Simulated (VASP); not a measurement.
# AgCl (P4mm) in VASP: a series of runs, part 2 of 2

VASP 6.6.1.

### 4 Single point, PBEsol

Contents of INCAR:

```
  PREC = Accurate
  ENCUT = 520
  EDIFF = 1E-6
  ISMEAR = 0
  SIGMA = 0.05
  LREAL = False
  LASPH = True
  NELM = 100
  ALGO = Normal
  ISIF = 2
  LWAVE = False
  LCHARG = False
  GGA = PS
  NBANDS = 16
```

Contents of KPOINTS:

```
Automatic mesh
0
Gamma
  10 10 10
```

Contents of POSCAR:

```
AgCl
1.0
    3.4339730000      0.0000000000      0.0000000000
    0.0000000000      3.4339730000      0.0000000000
    0.0000000000      0.0000000000      3.4339730000
Ag Cl
1 1
Direct
    0.0000000000      0.0000000000      0.0000000000
    0.5728019702      0.5000000000      0.5000000000
```

Potentials or basis: VASP PAW PBE potentials, release 64 (Ag, Cl).

The run is started by

```console
cat potpaw_PBE.64/Ag/POTCAR potpaw_PBE.64/Cl/POTCAR > POTCAR
mpirun -np 1 vasp_std > vasp.out
```

OUTCAR:

```text
PREC = Accurate
   ENCUT = 520
   EDIFF = 1E-6
   ISMEAR = 0
   LREAL = False
   LASPH = True
   NELM = 100
   ISIF = 2
   GGA = PS

 ion  position               nearest neighbor table
   1  0.000  0.000  0.000-   2 2.84   2 2.84   2 2.84   2 2.84   2 3.12   2 3.12   2 3.12   2 3.12

   2  0.573  0.500  0.500-   1 2.84   1 2.84   1 2.84   1 2.84   1 3.12   1 3.12   1 3.12   1 3.12

  LATTYP: Found a simple cubic cell.
 ALAT       =     3.4339730000

  Lattice vectors:

 A1 = (   3.4339730000,   0.0000000000,   0.0000000000)
 A2 = (   0.0000000000,   3.4339730000,   0.0000000000)
 A3 = (   0.0000000000,   0.0000000000,   3.4339730000)

Analysis of symmetry for initial positions (statically):
=====================================================================
 Subroutine PRICEL returns:
 Original cell was already a primitive cell.

 Routine SETGRP: Setting up the symmetry group for a
 simple cubic supercell.

 Subroutine GETGRP returns: Found  8 space group operations
 (whereof  8 operations were pure point group operations)
 out of a pool of 48 trial point group operations.

The static configuration has the point symmetry C_4v.

Analysis of symmetry for dynamics (positions and initial velocities):
=====================================================================
 Subroutine PRICEL returns:
 Original cell was already a primitive cell.

 Routine SETGRP: Setting up the symmetry group for a
 simple cubic supercell.

 Subroutine GETGRP returns: Found  8 space group operations
 (whereof  8 operations were pure point group operations)
 out of a pool of 48 trial point group operations.

The dynamic configuration has the point symmetry C_4v.

 Subroutine INISYM returns: Found  8 space group operations
 (whereof  8 operations are pure point group operations),
 and found     1 'primitive' translations

----------------------------------------------------------------------------------------

                                     Primitive cell

  volume of cell :      40.4940

  direct lattice vectors                    reciprocal lattice vectors
     3.433973000  0.000000000  0.000000000     0.291207881  0.000000000  0.000000000
     0.000000000  3.433973000  0.000000000     0.000000000  0.291207881  0.000000000
     0.000000000  0.000000000  3.433973000     0.000000000  0.000000000  0.291207881

  length of vectors
     3.433973000  3.433973000  3.433973000     0.291207881  0.291207881  0.291207881

  position of ions in fractional coordinates (direct lattice)
     0.000000000  0.000000000  0.000000000
     0.572801970  0.500000000  0.500000000

  ion indices of the primitive-cell ions
   primitive index   ion index
                 1           1
                 2           2

----------------------------------------------------------------------------------------

 KPOINTS: Automatic mesh

Automatic generation of k-mesh.
 Grid dimensions read from file:
 generate k-points for:   10   10   10

 Generating k-lattice:

  Cartesian coordinates                     Fractional coordinates (reciprocal lattice)
     0.029120788  0.000000000  0.000000000     0.100000000  0.000000000  0.000000000
     0.000000000  0.029120788  0.000000000     0.000000000  0.100000000  0.000000000
     0.000000000  0.000000000  0.029120788     0.000000000  0.000000000  0.100000000

  Length of vectors
     0.029120788  0.029120788  0.029120788

  Shift w.r.t. Gamma in fractional coordinates (k-lattice)
     0.000000000  0.000000000  0.000000000

 Subroutine IBZKPT returns following result:
 ===========================================

 Found    126 irreducible k-points:

 Following reciprocal coordinates:
            Coordinates               Weight
  0.000000  0.000000  0.000000      1.000000
  0.100000  0.000000  0.000000      2.000000
  0.000000  0.100000  0.000000      4.000000
  0.200000  0.000000  0.000000      2.000000
  0.000000  0.200000  0.000000      4.000000
  0.300000  0.000000  0.000000      2.000000
[... 16 lines left out ...]
  0.500000  0.100000  0.000000      4.000000
  0.000000  0.500000  0.100000      4.000000
 [... further k-points ...]
   k-points           NKPTS =    126   k-points in BZ     NKDIM =    126   number of bands    NBANDS=     16
   number of dos      NEDOS =    301   number of ions     NIONS =      2
   total plane-waves  NPLWV =  21952
   dimension x,y,z NGX =    28 NGY =   28 NGZ =   28
   dimension x,y,z NGXF=    56 NGYF=   56 NGZF=   56
   ions per type =               1   1
   NGX,Y,Z   is equivalent  to a cutoff of  13.56, 13.56, 13.56 a.u.
   NGXF,Y,Z  is equivalent  to a cutoff of  27.11, 27.11, 27.11 a.u.
 SYSTEM =  unknown system
   PREC   = accura    normal or accurate (medium, high low for compatibility)
   ISTART =      0    job   : 0-new  1-cont  2-samecut
   ICHARG =      2    charge: 1-file 2-atom 10-const
   ISPIN  =      1    spin polarized calculation?
   LNONCOLLINEAR =      F non collinear calculations
   LSORBIT =      F    spin-orbit coupling
   LASPH  =      T    aspherical Exc in radial PAW
   ENCUT  =  520.0 eV  38.22 Ry    6.18 a.u.   6.38  6.38  6.38*2*pi/ulx,y,z
   NELM   =    100;   NELMIN=  2; NELMDL= -5     # of ELM steps
   EDIFF  = 0.1E-05   stopping-criterion for ELM
   LREAL  =      F    real-space projection
   EDIFFG = 0.1E-04   stopping-criterion for IOM
   NSW    =      0    number of steps for IOM
   IBRION =     -1    ionic relax: 0-MD 1-quasi-New 2-CG
   NFREE  =      0    steps in history (QN), initial steepest desc. (CG)
   ISIF   =      2    stress and relaxation
   ISYM   =      2    0-nonsym 1-usesym 2-fastsym
   POTIM  = 0.5000    time-step for ionic-motion
   TEBEG  =    0.0;   TEEND  =   0.0 temperature during run
   PSTRESS=    0.0 pullay stress
   NELECT =      18.0000    total number of electrons
   NUPDOWN=      -1.0000    fix difference up-down
   EMIN   =  10.00;   EMAX   =-10.00  energy-range for DOS
   EFERMI =   0.00;   METHOD = LEGACY
   ISMEAR =     0;   SIGMA  =   0.05  broadening in eV -4-tet -1-fermi 0-gaus
   EFERMI_NEDOS =   21; number of points for ismear=-14 and -15
   IALGO  =     38    algorithm
   IMIX   =      4    mixing-type and parameters
     AMIX     =   0.40;   BMIX     =  1.00
     AMIX_MAG =   1.60;   BMIX_MAG =  1.00
  volume/ion in A,a.u.               =      20.25       136.63
  Fermi-wavevector in a.u.,A,eV,Ry     =   1.249402  2.361027 21.238760  1.561005
  Thomas-Fermi vector in A             =   2.383444
   LORBIT       =      0    0 simple, 1 ext, 2 COOP (PROOUT), +10 PAW based schemes
   GGA     = PS    functional components
   LHFCALC =     F    Hartree Fock is set to
   AEXX    =    0.0000 exact exchange contribution
   IVDW    =     0    specifies the selected vdW correction
   LEPSILON=     F    determine dielectric tensor
   LRPA    =     F    only Hartree local field effects (RPA)
 non-spin polarized calculation
 Gauss-broadening in eV      SIGMA  =   0.05
  energy-cutoff  :      520.00
  volume of cell :       40.49
 maximum number of plane-waves:      1108
 NGX is ok and might be reduce to    28
   NGX = 13   NGY = 13   NGZ = 13

 number of electron      18.0000002 magnetization

 Free energy of the ion-electron system (eV)
  ---------------------------------------------------
  ext. energy  EPLUGINS =         0.00000000
  ---------------------------------------------------
  free energy    TOTEN  =        -5.76858850 eV

  energy without entropy =       -5.76858850  energy(sigma->0) =       -5.76858850

 E-fermi :   4.0618     XC(G=0): -10.6020

 val. band max:        3.8657736708   @ k =   0.0000   0.5000   0.0000
 cond. band min:       4.2585785417   @ k =   0.0000   0.0000   0.0000
 fundamental gap:      0.3928048710
 Fermi energy:         4.0617973241

 k-point     1 :       0.0000    0.0000    0.0000
  band No.  band energies     occupation
      1     -10.8192      2.00000
      2       0.8510      2.00000
      3       1.0264      2.00000
      4       1.7359      2.00000
      5       1.7359      2.00000
      6       1.9821      2.00000
[... 8 lines left out ...]
     15      17.8673      0.00000
     16      19.9375      0.00000
[... 419 lines left out ...]
 k-point    24 :       0.0000    0.5000    0.1000
  band No.  band energies     occupation
      1     -10.3159      2.00000
      2      -1.2471      2.00000
      3       0.7503      2.00000
      4       1.0471      2.00000
      5       1.2089      2.00000
      6       1.9941      2.00000
[... 8 lines left out ...]
     15      19.4200      0.00000
     16      19.5821      0.00000

 [... further k-points ...]

------------------------ aborting loop because EDIFF is reached ----------------------------------------

  FORCE on cell =-STRESS in cart. coord.  units (eV):
  Direction    XX          YY          ZZ          XY          YZ          ZX
  --------------------------------------------------------------------------------------
  -------------------------------------------------------------------------------------
  Total       -1.0335944     -0.9545125     -0.9545125      0.0000000      0.0000000      0.0000000
  in kB      -40.8949893    -37.7660521    -37.7660521      0.0000000      0.0000000      0.0000000
  external PRESSURE =     -38.8090312 kB  Pullay stress =       0.0000000 kB

 VOLUME and BASIS-vectors are now :
 -----------------------------------------------------------------------------
  energy-cutoff  :      520.00
  volume of cell :       40.49
      direct lattice vectors                 reciprocal lattice vectors
     3.433973000  0.000000000  0.000000000     0.291207881  0.000000000  0.000000000
     0.000000000  3.433973000  0.000000000     0.000000000  0.291207881  0.000000000
     0.000000000  0.000000000  3.433973000     0.000000000  0.000000000  0.291207881

 POSITION                                       TOTAL-FORCE (eV/Angst)
 -----------------------------------------------------------------------------------
      0.00000      0.00000      0.00000        -0.021868     -0.000000      0.000000
      1.96699      1.71699      1.71699         0.021868      0.000000     -0.000000
 -----------------------------------------------------------------------------------
    total drift:                                0.000036      0.000000     -0.000000

  FREE ENERGIE OF THE ION-ELECTRON SYSTEM (eV)
  ---------------------------------------------------
  free  energy   TOTEN  =        -5.7685885034 eV

  energy  without entropy=       -5.7685885034  energy(sigma->0) =       -5.76858850
```

Run time: 1.8 min. Hardware: 1 thread of AMD EPYC 7R13, shared host; peak memory 0.19 GiB.

Results:

```yaml
Free_energy: -5.7686 eV
Pressure: -3.9 GPa
Largest_force: 0.022 eV/Å
Band_gap_on_the_k_mesh: 0.39 eV (least direct gap 1.76 eV)
```

Forces on the atoms (eV/Å):
```
Ag  -0.022  0.000  0.000
Cl   0.022  0.000  0.000
```

Levels at points of the mesh, in eV from the valence-band top:
```
           k point  band 7  band 8  band 9  band 10  band 11  band 12
(0.00, 0.00, 0.00)   -1.38   -1.38   -1.36     0.39     8.85     9.24
(0.50, 0.00, 0.00)   -1.47   -0.11   -0.11     4.65     5.32     9.24
(0.00, 0.50, 0.00)   -1.52   -0.25    0.00     4.74     5.34     9.33
(0.50, 0.50, 0.00)   -2.17   -1.57   -0.74     2.63     8.64     8.78
(0.00, 0.50, 0.50)   -2.04   -1.56   -0.73     2.57     8.81     8.81
(0.50, 0.50, 0.50)   -0.33   -0.33   -0.22     4.54     4.71     4.71
```

Caveat: the cell differs from its parent crystal (all Cl atoms moved -0.250 Å, as atom 2 towards its neighbour atom 2 (Cl) at 3.434 Å); the cell stands under tension; semilocal functionals underestimate gaps, and a narrow one can read as zero; the PAW data sets were made with another functional, which shifts forces and pressure a little. A k mesh can miss the band edges.

### 5 Single point, PBEsol

Contents of INCAR:

```
PREC = Accurate
ENCUT = 520
EDIFF = 1E-6
ISMEAR = 0
SIGMA = 0.05
LREAL = False
LASPH = True
NELM = 60
ALGO = Normal
ISIF = 2
LWAVE = False
LCHARG = True
GGA = PS
LELF = True
LVHAR = True
NBANDS = 16
```

Contents of KPOINTS:

```
regular mesh
0
Gamma
  10 10 10
```

POSCAR: that of step 4 with these lines changed.

```diff
@@ -9,2 +9,2 @@
     0.0000000000      0.0000000000      0.0000000000
-    0.5728019702      0.5000000000      0.5000000000
+    0.4635990149      0.5000000000      0.5000000000
```

The run is started by

```console
cat potpaw_PBE.64/Ag/POTCAR potpaw_PBE.64/Cl/POTCAR > POTCAR
mpirun -np 1 vasp_std > vasp.out
```

Wall time 1.8 min (1 thread of AMD EPYC 7R13, shared host); peak memory 0.19 GiB.

It converged, with:

```
Free energy            : -5.7660 eV
Pressure               : -4.5 GPa
Largest force          : 0.017 eV/Å
Band gap on the k mesh : 0.40 eV (least direct gap 1.86 eV)
```

Forces on the atoms (eV/Å):
```
Ag   0.017  0.000  0.000
Cl  -0.017  0.000  0.000
```

Levels at points of the mesh, in eV from the valence-band top:
```tsv
k point	band 6	band 7	band 8	band 9	band 10	band 11	band 12	band 13
(0.00, 0.00, 0.00)	-1.82	-1.48	-1.46	-1.46	0.40	9.17	9.28	13.49
(0.50, 0.00, 0.00)	-1.77	-1.44	-0.03	-0.03	4.70	5.39	9.26	9.89
(0.00, 0.50, 0.00)	-1.77	-1.45	-0.06	0.00	4.72	5.40	9.28	9.87
(0.50, 0.50, 0.00)	-2.14	-2.11	-1.51	-0.84	2.66	8.74	8.78	10.49
(0.00, 0.50, 0.50)	-2.08	-2.08	-1.51	-0.84	2.64	8.79	8.79	10.42
(0.50, 0.50, 0.50)	-1.49	-0.22	-0.22	-0.19	4.60	4.64	4.64	6.60
```

Caveat: the cell stands under tension; semilocal functionals underestimate gaps, and a narrow one can read as zero; the PAW data sets were made with another functional, which shifts forces and pressure a little. A k mesh can miss the band edges.

### 6 Summary

| cell | gap on the mesh (eV) | pressure (GPa) | largest force (eV/Å) |
| --- | --- | --- | --- |
| as given, atomic positions A | 0.38 | -1.5 | 0.03 |
| as given, atomic positions B | 0.38 | -2.9 | 0.01 |
| as given, atomic positions C | 0.39 | -3.9 | 0.02 |
| as given, atomic positions D | 0.40 | -4.5 | 0.02 |

Alike in all rows: task single point; level PBEsol; potentials or basis VASP PAW PBE potentials, release 64 (Ag, Cl); no spin polarisation; k mesh 10 × 10 × 10; cutoff (eV) 520; smearing gaussian 0.05 eV.

Caveats: semilocal functionals underestimate gaps, and a narrow one can read as zero; the PAW data sets were made with another functional, which shifts forces and pressure a little; the cell stands under tension (at least some runs).

Total energies depend on the potentials used, so only differences within one code and one set of settings carry meaning.
